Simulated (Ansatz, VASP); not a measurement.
**MgO: VASP beside Ansatz**

The input INCAR:

```
PREC     = Accurate       # precision mode
ENCUT    = 600            # plane-wave cutoff, eV
EDIFF    = 1E-7           # SCF threshold, eV
ISMEAR   = 0              # smearing method
SIGMA    = 0.02           # smearing width, eV
LREAL    = F              # projectors in reciprocal space
LASPH    = T              # aspherical terms in the spheres
NELM     = 120            # most SCF steps
ALGO     = Normal         # electronic algorithm
ISIF     = 3              # what is computed and relaxed
LWAVE    = F              # write WAVECAR
LCHARG   = F              # write CHGCAR
GGA      = PS             # functional
IBRION   = 2              # ionic algorithm
NSW      = 100            # ionic steps
EDIFFG   = -0.002         # ionic threshold
GGA_COMPAT= F            
NELMIN   = 4
```

KPOINTS

```
regular mesh
0
Gamma
  8 8 8
```

The input POSCAR:

```
MgO
1.0
    0.0000000000      2.1060000000      2.1060000000
    2.1060000000      0.0000000000      2.1060000000
    2.1060000000      2.1060000000      0.0000000000
Mg O
1 1
Direct
    0.0000000000      0.0000000000      0.0000000000
    0.5000000000      0.5000000000      0.5000000000
```

Input for Ansatz:

```yaml
crystal:
  lattice:
    - [0.0, 2.106, 2.106]
    - [2.106, 0.0, 2.106]
    - [2.106, 2.106, 0.0]
  atoms:
    - { symbol: Mg, position: [0.0, 0.0, 0.0] }
    - { symbol: O, position: [0.5, 0.5, 0.5] }
basis:
  ecutwfc: 600.0
kpoints:
  mp_grid: { grid: [8, 8, 8] }
hamiltonian:
  xc: pbesol
  pseudopotentials: { kind: paw, azcp: { folder: soft_1 } }
scf:
  occupations: { method: gaussian, width: 0.02 }
output:
  forces: true
  stress: true
  eigenvalues: true
  write_density: true
  write_potential: true
  elf: true
  volumetric_format: npy
relax:
  adjacent_minimum: "off"
  f_tol: 0.002
  max_steps: 80
  cell: { stress_tol: 0.02 }
```

Alike in both runs: task relaxation of cell and atoms; functional PBEsol; k mesh 8 × 8 × 8; occupations gaussian, width 0.02 eV; no spin polarisation.

|  | VASP | Ansatz |
| --- | --- | --- |
| version | VASP 6.6.1 | Ansatz 0.2.0 |
| potentials or method | VASP PAW PBE potentials, release 64 (Mg, O), cutoff 600 eV | scalar-relativistic, plane waves, PAW |
| valence electrons in the cell | 8 | 16 |

|  | VASP | Ansatz | Ansatz less VASP |
| --- | --- | --- | --- |
| gap on the k mesh at the Fermi level, each at its own relaxed structure (eV) | 4.66 | 4.62 | -0.045 |
| relaxed volume (Å³/atom) | 9.31 | 9.36 | +0.048 |
| relaxed cell length with the largest relative difference (Å) | 2.975 | 2.981 | +0.0052 |

VASP's potentials were made for PBE, not for PBEsol, and Ansatz warns of the same on its side. VASP's potentials hold 8 valence electrons a cell and Ansatz's 16, so a difference there can come from the potentials and not from the codes.
